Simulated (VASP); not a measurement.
# TaN (I4/mmm) in VASP: notebook, part 2 of 2

VASP 6.6.1.

### 3 Single point, PBEsol (strain +0.025 along x and y, +0.000 along z)

The input, INCAR:

```
SYSTEM = TaN
  PREC = Accurate
  ENCUT = 520
  EDIFF = 1E-6
  ISMEAR = 0
  SIGMA = 0.15
  LREAL = .FALSE.
  LASPH = .TRUE.
  NELM = 100
  ALGO = Normal
  ISIF = 2
  LWAVE = .FALSE.
  LCHARG = .FALSE.
  GGA = PS
  NBANDS = 15
```

The input, KPOINTS:

```
regular mesh
0
G
  18 18 18
  0 0 0
```

The input, POSCAR:

```
TaN
1.0
    0.0000000000      2.2334750000      2.1790000000
    2.2334750000      0.0000000000      2.1790000000
    2.2334750000      2.2334750000      0.0000000000
Ta N
1 1
Direct
    0.5000000000      0.5000000000      0.5000000000
    0.0000000000      0.0000000000      0.0000000000
```

Potentials or basis: VASP PAW PBE potentials, release 64 (Ta_pv, N).

Run with:

```bash
cat potpaw_PBE.64/Ta_pv/POTCAR potpaw_PBE.64/N/POTCAR > POTCAR
mpirun -np 1 vasp_std > vasp.out
```

OUTCAR:

```text
SYSTEM = TaN
   PREC = Accurate
   ENCUT = 520
   EDIFF = 1E-6
   ISMEAR = 0
   LREAL = .FALSE.
   LASPH = .TRUE.
   NELM = 100
   ISIF = 2
   GGA = PS

 ion  position               nearest neighbor table
   1  0.500  0.500  0.500-   2 2.18   2 2.18   2 2.23   2 2.23   2 2.23   2 2.23
   2  0.000  0.000  0.000-   1 2.18   1 2.18   1 2.23   1 2.23   1 2.23   1 2.23

  LATTYP: Found a body centered tetragonal cell.
 ALAT       =     3.1586106362
 C/A-ratio  =     1.3797205487

  Lattice vectors:

 A1 = (   0.0000000000,  -2.2334750000,  -2.1790000000)
 A2 = (   0.0000000000,   2.2334750000,  -2.1790000000)
 A3 = (   2.2334750000,   0.0000000000,   2.1790000000)

Analysis of symmetry for initial positions (statically):
=====================================================================
 Subroutine PRICEL returns:
 Original cell was already a primitive cell.

 Routine SETGRP: Setting up the symmetry group for a
 body centered tetragonal supercell.

 Subroutine GETGRP returns: Found 16 space group operations
 (whereof 16 operations were pure point group operations)
 out of a pool of 16 trial point group operations.

The static configuration has the point symmetry D_4h.

Analysis of symmetry for dynamics (positions and initial velocities):
=====================================================================
 Subroutine PRICEL returns:
 Original cell was already a primitive cell.

 Routine SETGRP: Setting up the symmetry group for a
 body centered tetragonal supercell.

 Subroutine GETGRP returns: Found 16 space group operations
 (whereof 16 operations were pure point group operations)
 out of a pool of 16 trial point group operations.

The dynamic configuration has the point symmetry D_4h.

 Subroutine INISYM returns: Found 16 space group operations
 (whereof 16 operations are pure point group operations),
 and found     1 'primitive' translations

----------------------------------------------------------------------------------------

                                     Primitive cell

  volume of cell :      21.7395

  direct lattice vectors                    reciprocal lattice vectors
     0.000000000  2.233475000  2.179000000    -0.223866397  0.223866397  0.229463056
     2.233475000  0.000000000  2.179000000     0.223866397 -0.223866397  0.229463056
     2.233475000  2.233475000  0.000000000     0.223866397  0.223866397 -0.229463056

  length of vectors
     3.120328761  3.120328761  3.158610636     0.391005910  0.391005910  0.391005910

  position of ions in fractional coordinates (direct lattice)
     0.500000000  0.500000000  0.500000000
     0.000000000  0.000000000  0.000000000

  ion indices of the primitive-cell ions
   primitive index   ion index
                 1           1
                 2           2

----------------------------------------------------------------------------------------

 KPOINTS: regular mesh

Automatic generation of k-mesh.
 Grid dimensions read from file:
 generate k-points for:   18   18   18

 Generating k-lattice:

  Cartesian coordinates                     Fractional coordinates (reciprocal lattice)
    -0.012437022  0.012437022  0.012747948     0.055555556 -0.000000000  0.000000000
     0.012437022 -0.012437022  0.012747948    -0.000000000  0.055555556  0.000000000
     0.012437022  0.012437022 -0.012747948     0.000000000  0.000000000  0.055555556

  Length of vectors
     0.021722551  0.021722551  0.021722551

  Shift w.r.t. Gamma in fractional coordinates (k-lattice)
     0.000000000  0.000000000  0.000000000

 Subroutine IBZKPT returns following result:
 ===========================================

 Found    480 irreducible k-points:

 Following reciprocal coordinates:
            Coordinates               Weight
  0.000000  0.000000  0.000000      1.000000
  0.055556  0.000000  0.000000      8.000000
  0.111111  0.000000  0.000000      8.000000
  0.166667  0.000000  0.000000      8.000000
  0.222222 -0.000000  0.000000      8.000000
  0.277778  0.000000  0.000000      8.000000
[... 16 lines left out ...]
 -0.277778  0.055556  0.000000      8.000000
 -0.222222  0.055556  0.000000      8.000000
 [... further k-points ...]
   k-points           NKPTS =    480   k-points in BZ     NKDIM =    480   number of bands    NBANDS=     15
   number of dos      NEDOS =    301   number of ions     NIONS =      2
   total plane-waves  NPLWV =  13824
   dimension x,y,z NGX =    24 NGY =   24 NGZ =   24
   dimension x,y,z NGXF=    48 NGYF=   48 NGZF=   48
   ions per type =               1   1
   NGX,Y,Z   is equivalent  to a cutoff of  12.79, 12.79, 12.63 a.u.
   NGXF,Y,Z  is equivalent  to a cutoff of  25.57, 25.57, 25.26 a.u.
 SYSTEM =  TaN
   PREC   = accura    normal or accurate (medium, high low for compatibility)
   ISTART =      0    job   : 0-new  1-cont  2-samecut
   ICHARG =      2    charge: 1-file 2-atom 10-const
   ISPIN  =      1    spin polarized calculation?
   LNONCOLLINEAR =      F non collinear calculations
   LSORBIT =      F    spin-orbit coupling
   LASPH  =      T    aspherical Exc in radial PAW
   ENCUT  =  520.0 eV  38.22 Ry    6.18 a.u.   5.80  5.80  5.87*2*pi/ulx,y,z
   NELM   =    100;   NELMIN=  2; NELMDL= -5     # of ELM steps
   EDIFF  = 0.1E-05   stopping-criterion for ELM
   LREAL  =      F    real-space projection
   EDIFFG = 0.1E-04   stopping-criterion for IOM
   NSW    =      0    number of steps for IOM
   IBRION =     -1    ionic relax: 0-MD 1-quasi-New 2-CG
   NFREE  =      0    steps in history (QN), initial steepest desc. (CG)
   ISIF   =      2    stress and relaxation
   ISYM   =      2    0-nonsym 1-usesym 2-fastsym
   POTIM  = 0.5000    time-step for ionic-motion
   TEBEG  =    0.0;   TEEND  =   0.0 temperature during run
   PSTRESS=    0.0 pullay stress
   NELECT =      16.0000    total number of electrons
   NUPDOWN=      -1.0000    fix difference up-down
   EMIN   =  10.00;   EMAX   =-10.00  energy-range for DOS
   EFERMI =   0.00;   METHOD = LEGACY
   ISMEAR =     0;   SIGMA  =   0.15  broadening in eV -4-tet -1-fermi 0-gaus
   EFERMI_NEDOS =   21; number of points for ismear=-14 and -15
   IALGO  =     38    algorithm
   IMIX   =      4    mixing-type and parameters
     AMIX     =   0.40;   BMIX     =  1.00
     AMIX_MAG =   1.60;   BMIX_MAG =  1.00
  volume/ion in A,a.u.               =      10.87        73.35
  Fermi-wavevector in a.u.,A,eV,Ry     =   1.478081  2.793169 29.724983  2.184725
  Thomas-Fermi vector in A             =   2.592406
   LORBIT       =      0    0 simple, 1 ext, 2 COOP (PROOUT), +10 PAW based schemes
   GGA     = PS    functional components
   LHFCALC =     F    Hartree Fock is set to
   AEXX    =    0.0000 exact exchange contribution
   IVDW    =     0    specifies the selected vdW correction
   LEPSILON=     F    determine dielectric tensor
   LRPA    =     F    only Hartree local field effects (RPA)
 non-spin polarized calculation
 Gauss-broadening in eV      SIGMA  =   0.15
  energy-cutoff  :      520.00
  volume of cell :       21.74
 maximum number of plane-waves:       597
   NGX = 11   NGY = 11   NGZ = 11

 number of electron      16.0000003 magnetization

 Free energy of the ion-electron system (eV)
  ---------------------------------------------------
  ext. energy  EPLUGINS =         0.00000000
  ---------------------------------------------------
  free energy    TOTEN  =       -23.17610313 eV

  energy without entropy =      -23.16650368  energy(sigma->0) =      -23.17130340

 E-fermi :   9.1291     XC(G=0): -13.4667

 val. band max:        9.1268687598   @ k =   0.2222   0.1111   0.0000
 cond. band min:       9.1368754675   @ k =   0.4444   0.0556   0.1111
 fundamental gap:      0.0100067077
 Fermi energy:         9.1291018835

 k-point     1 :       0.0000    0.0000    0.0000
  band No.  band energies     occupation
      1     -26.6241      2.00000
      2     -26.6241      2.00000
      3     -26.6095      2.00000
      4      -9.5000      2.00000
      5       5.3603      2.00000
      6       5.3603      2.00000
      7       5.4664      2.00000
      8       6.9674      2.00000
      9       6.9674      2.00000
     10       7.2554      2.00000
     11       8.9783      1.84504
     12       9.1538      0.81583
     13      10.6573      0.00000
     14      18.5007      0.00000
[... 401 lines left out ...]
      2     -26.6723      2.00000
      3     -26.6585      2.00000
      4      -8.2870      2.00000
      5       1.6564      2.00000
      6       2.8672      2.00000
      7       3.3386      2.00000
      8       8.1474      2.00000
      9       8.2946      2.00000
     10       9.2820      0.14956
     11      12.2989      0.00000
     12      13.1084      0.00000
     13      13.3264      0.00000
     14      21.3471      0.00000
     15      21.4955      0.00000

 [... further k-points ...]
[... 5 lines left out ...]
  --------------------------------------------------------------------------------------
  -------------------------------------------------------------------------------------
  Total       -2.1029229     -2.1029229     -0.2491527      0.0000000      0.0000000     -0.0000000
  in kB     -154.9831627   -154.9831627    -18.3622854      0.0000000      0.0000000     -0.0000000
  external PRESSURE =    -109.4428703 kB  Pullay stress =       0.0000000 kB

 VOLUME and BASIS-vectors are now :
 -----------------------------------------------------------------------------
  energy-cutoff  :      520.00
  volume of cell :       21.74
      direct lattice vectors                 reciprocal lattice vectors
     0.000000000  2.233475000  2.179000000    -0.223866397  0.223866397  0.229463056
     2.233475000  0.000000000  2.179000000     0.223866397 -0.223866397  0.229463056
     2.233475000  2.233475000  0.000000000     0.223866397  0.223866397 -0.229463056

 POSITION                                       TOTAL-FORCE (eV/Angst)
 -----------------------------------------------------------------------------------
      2.23347      2.23347      2.17900         0.000000      0.000000      0.000000
      0.00000      0.00000      0.00000        -0.000000     -0.000000      0.000000
 -----------------------------------------------------------------------------------
    total drift:                                0.000000     -0.000000     -0.000000

  FREE ENERGIE OF THE ION-ELECTRON SYSTEM (eV)
  ---------------------------------------------------
  free  energy   TOTEN  =       -23.1761031258 eV

  energy  without entropy=      -23.1665036773  energy(sigma->0) =      -23.17130340
```

stdout:

```text
POSCAR found type information on POSCAR TaN
 POSCAR found :  2 types and       2 ions
 scaLAPACK will be used
 -----------------------------------------------------------------------------
|                                                                             |
|                                                                             |
|     You enforced a specific xc type in the INCAR file but a different       |
|     I HOPE YOU KNOW WHAT YOU ARE DOING!                                     |
|                                                                             |
 -----------------------------------------------------------------------------

 LDA part: xc-table for (Slater+PW92), standard interpolation
 POSCAR, INCAR and KPOINTS ok, starting setup
 FFT: planning ... GRIDC
 FFT: planning ... GRID_SOFT
 FFT: planning ... GRID
 WAVECAR not read
 entering main loop
```

Run time: 2.9 min. Hardware: 1 thread of Intel Xeon 8259CL, shared host; peak memory 0.27 GiB.

Results:

```
Free energy            : -23.1761 eV
Pressure               : -10.9 GPa
Band gap on the k mesh : zero (bands 8 and 9 overlap by 3.89 eV)
```

Caveat: the cell differs from its parent crystal (strain +0.025 along x and y, +0.000 along z); the stress differs along the axes, from -15 to -2 GPa; the PAW data sets were made with another functional, which shifts forces and pressure a little; spin-orbit coupling is left out, which moves the levels of the heavy elements.

### 4 Single point, PBEsol (strain +0.025 along x and y, +0.050 along z)

The input, INCAR:

```
ALGO     = Normal         # electronic algorithm
EDIFF    = 1E-7           # SCF threshold, eV
ENCUT    = 520            # plane-wave cutoff, eV
GGA      = PS             # functional
ISIF     = 2              # what is computed and relaxed
ISMEAR   = 0              # smearing method
LASPH    = T              # aspherical terms in the spheres
LCHARG   = F              # write CHGCAR
LREAL    = F              # projectors in reciprocal space
LWAVE    = F              # write WAVECAR
NBANDS   = 15             # bands
NELM     = 80             # most SCF steps
PREC     = Accurate       # precision mode
SIGMA    = 0.15           # smearing width, eV
```

The input, KPOINTS:

```
k-points
0
Gamma
  18 18 18
```

The input, POSCAR:

```
TaN
1.0
    0.0000000000      2.2334750000      2.2879500000
    2.2334750000      0.0000000000      2.2879500000
    2.2334750000      2.2334750000      0.0000000000
Ta N
1 1
Direct
    0.5000000000      0.5000000000      0.5000000000
    0.0000000000      0.0000000000      0.0000000000
```

Run with:

```bash
cat potpaw_PBE.64/Ta_pv/POTCAR potpaw_PBE.64/N/POTCAR > POTCAR
mpirun -np 1 vasp_std > vasp.out
```

Run time: 2.9 min. Hardware: 1 thread of Intel Xeon 8259CL, shared host; peak memory 0.28 GiB.

Results (log left out):

| Quantity | Value |
| --- | --- |
| Free energy | -23.0568 eV |
| Pressure | -24.3 GPa |
| Band gap on the k mesh | zero (bands 8 and 9 overlap by 3.47 eV) |

Stress tensor (GPa, compression positive):
```
-21.45   0.00   0.00
  0.00 -21.45   0.00
  0.00   0.00 -29.99
```

Levels at points of the mesh, in eV from the Fermi level:
| k point | band 6 | band 7 | band 8 | band 9 | band 10 | band 11 |
| --- | --- | --- | --- | --- | --- | --- |
| (0.00, 0.00, 0.00) | -3.56 | -3.56 | -2.11 | -1.84 | -1.84 | -0.28 |
| (0.50, 0.00, 0.00) | -7.09 | -7.08 | 1.62 | 1.73 | 1.85 | 3.57 |
| (0.50, 0.50, 0.00) | -5.00 | -4.36 | -4.36 | 1.86 | 3.17 | 3.17 |
| (0.50, 0.00, 0.50) | -5.03 | -4.50 | -4.45 | 1.83 | 3.03 | 3.33 |

Caveat: the cell differs from its parent crystal (strain +0.025 along x and y, +0.050 along z); the stress differs along the axes, from -30 to -21 GPa; the PAW data sets were made with another functional, which shifts forces and pressure a little; spin-orbit coupling is left out, which moves the levels of the heavy elements.

### 5 Single point, PBEsol (strain -0.050 along x and y, +0.000 along z)

The input, INCAR:

```
SYSTEM = TaN
  ALGO = Normal
  EDIFF = 1E-6
  ENCUT = 520
  GGA = PS
  ISIF = 2
  ISMEAR = 0
  LASPH = .TRUE.
  LCHARG = .FALSE.
  LREAL = .FALSE.
  LWAVE = .FALSE.
  NBANDS = 15
  NELM = 100
  PREC = Accurate
  SIGMA = 0.15
```

The input, KPOINTS:

```
k-points
0
G
  18 18 18
  0 0 0
```

The input, POSCAR:

```
TaN
1.0
    0.0000000000      2.0700500000      2.1790000000
    2.0700500000      0.0000000000      2.1790000000
    2.0700500000      2.0700500000      0.0000000000
Ta N
1 1
Direct
    0.5000000000      0.5000000000      0.5000000000
    0.0000000000      0.0000000000      0.0000000000
```

Run with:

```bash
cat potpaw_PBE.64/Ta_pv/POTCAR potpaw_PBE.64/N/POTCAR > POTCAR
mpirun -np 1 vasp_std > vasp.out
```

Run time: 2.6 min. Hardware: 1 thread of Intel Xeon 8259CL, shared host; peak memory 0.26 GiB.

It converged, with:

| Quantity | Value |
| --- | --- |
| Free energy | -22.7545 eV |
| Pressure | 57.6 GPa |
| Band gap on the k mesh | zero (bands 8 and 9 overlap by 4.56 eV) |

Stress tensor (GPa, compression positive):
```
74.15  0.00  0.00
 0.00 74.15  0.00
 0.00  0.00 24.56
```

Levels at points of the mesh, in eV from the Fermi level:
```csv
k point,band 4,band 5,band 6,band 7,band 8,band 9,band 10,band 11,band 12,band 13
"(0.00, 0.00, 0.00)",-19.90,-4.38,-4.04,-4.04,-2.99,-2.25,-2.25,-0.70,0.48,3.18
"(0.50, 0.00, 0.00)",-15.90,-11.51,-8.64,-8.58,2.17,2.40,2.71,4.23,8.14,9.82
"(0.50, 0.50, 0.00)",-18.66,-7.23,-6.39,-4.68,-4.68,2.54,4.35,4.35,5.91,8.28
"(0.50, 0.00, 0.50)",-18.63,-6.56,-6.47,-5.14,-4.78,2.41,3.90,4.80,6.36,8.57
```

Caveat: the cell differs from its parent crystal (strain -0.050 along x and y, +0.000 along z); the stress differs along the axes, from 25 to 74 GPa; the PAW data sets were made with another functional, which shifts forces and pressure a little; spin-orbit coupling is left out, which moves the levels of the heavy elements.

### 6 Single point, PBEsol (strain -0.025 along x and y, -0.050 along z)

The input, INCAR:

```
  PREC = Accurate
  ENCUT = 520
  EDIFF = 1E-6
  ISMEAR = 0
  SIGMA = 0.15
  LREAL = F
  LASPH = T
  NELM = 60
  ALGO = Normal
  ISIF = 2
  LWAVE = F
  LCHARG = T
  GGA = PS
  LELF = T
  LVHAR = T
  NBANDS = 15
```

The input, KPOINTS:

```
Automatic mesh
0
Gamma
  18 18 18
```

The input, POSCAR:

```
TaN
1.0
    0.0000000000      2.1245250000      2.0700500000
    2.1245250000      0.0000000000      2.0700500000
    2.1245250000      2.1245250000      0.0000000000
Ta N
1 1
Direct
    0.5000000000      0.5000000000      0.5000000000
    0.0000000000      0.0000000000      0.0000000000
```

Potentials or basis: VASP PAW PBE potentials, release 64 (Ta_pv, N).

Run with:

```bash
cat potpaw_PBE.64/Ta_pv/POTCAR potpaw_PBE.64/N/POTCAR > POTCAR
mpirun -np 1 vasp_std > vasp.out
```

Run time: 2.7 min. Hardware: 1 thread of Intel Xeon 8259CL, shared host; peak memory 0.26 GiB.

Results (log left out):

- Free energy: -22.8344 eV
- Pressure: 54.9 GPa
- Band gap on the k mesh: zero (bands 8 and 9 overlap by 4.83 eV)

Stress tensor (GPa, compression positive):
```
45.20  0.00  0.00
 0.00 45.20  0.00
 0.00  0.00 74.34
```

Levels at points of the mesh, in eV from the Fermi level:
```
           k point  band 6  band 7  band 8  band 9  band 10  band 11
(0.00, 0.00, 0.00)   -4.23   -4.03   -2.65   -2.65    -2.29    -0.17
(0.50, 0.00, 0.00)   -8.60   -8.58    2.18    2.46     2.49     4.24
(0.50, 0.50, 0.00)   -6.50   -4.99   -4.99    2.56     4.35     4.35
(0.50, 0.00, 0.50)   -6.44   -4.93   -4.73    2.48     4.14     4.55
```

Caveat: the cell differs from its parent crystal (strain -0.025 along x and y, -0.050 along z); the stress differs along the axes, from 45 to 74 GPa; the PAW data sets were made with another functional, which shifts forces and pressure a little; spin-orbit coupling is left out, which moves the levels of the heavy elements.

### 7 Summary

| cell | gap on the mesh (eV) | pressure (GPa) |
| --- | --- | --- |
| a = 3.122, b = 3.122, c = 3.005 Å, angles 61.2, 61.2, 57.5°, 2 atoms | none | 11.3 |
| a = 3.120, b = 3.120, c = 3.159 Å, angles 59.6, 59.6, 60.8°, 2 atoms | none | -10.9 |
| a = 3.197, b = 3.197, c = 3.159 Å, angles 60.4, 60.4, 59.2°, 2 atoms | none | -24.3 |
| a = 3.006, b = 3.006, c = 2.927 Å, angles 60.9, 60.9, 58.3°, 2 atoms | none | 57.6 |
| a = 2.966, b = 2.966, c = 3.005 Å, angles 59.6, 59.6, 60.9°, 2 atoms | none | 54.9 |

Alike in all rows: task single point; level PBEsol; potentials or basis VASP PAW PBE potentials, release 64 (Ta_pv, N); no spin polarisation; k mesh 18 × 18 × 18; cutoff (eV) 520; smearing gaussian 0.15 eV.

Caveats: the PAW data sets were made with another functional, which shifts forces and pressure a little; spin-orbit coupling is left out, which moves the levels of the heavy elements; the stress differs along the axes, from -14 to 24 GPa (at least some runs); the stress differs along the axes, from -15 to -2 GPa (at least some runs); the stress differs along the axes, from -30 to -21 GPa (at least some runs); the stress differs along the axes, from 25 to 74 GPa (at least some runs); the stress differs along the axes, from 45 to 74 GPa (at least some runs).

Absolute energies hang on the potentials; compare differences alone.
